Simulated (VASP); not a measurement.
Runs of VASP 6.6.1 on GaN. The structure is that of space group P6_3mc (No. 186), or close to it. The cells are those of the table. 

```csv
task,cell,k mesh,cutoff (eV),smearing,gap on the mesh (eV),pressure (GPa)
relaxation of cell and atoms,"relaxed to 10 GPa from a = 3.152, b = 3.152, c = 5.138 Å, angles 90.0, 90.0, 120.0°, 4 atoms",8 × 8 × 4,600,gaussian 0.01 eV,2.41,10.0
single point,"a = 3.152, b = 3.152, c = 5.138 Å, angles 90.0, 90.0, 120.0°, 4 atoms",14 × 14 × 8,520,fermi-dirac 0.1 eV,2.15,1.1
relaxation of cell and atoms,"relaxed to 4 GPa from a = 3.152, b = 3.152, c = 5.138 Å, angles 90.0, 90.0, 120.0°, 4 atoms",8 × 8 × 4,600,gaussian 0.01 eV,(a),4.0
relaxation of cell and atoms,"relaxed to -2 GPa from a = 3.152, b = 3.152, c = 5.138 Å, angles 90.0, 90.0, 120.0°, 4 atoms",8 × 8 × 4,600,gaussian 0.01 eV,(b),-2.0
```

Alike in all rows: level LDA; potentials or basis VASP PAW LDA potentials, release 64 (Ga_d, N); no spin polarisation.

Task: Fill in the values left out.

Result: (a) 2.24; (b) 2.04.

Caveats: the cell is relaxed towards a set pressure, so the run minimises the enthalpy, not the energy (at least some runs).

A k mesh can miss the band edges, and the runs leave out spin-orbit coupling on Ga.
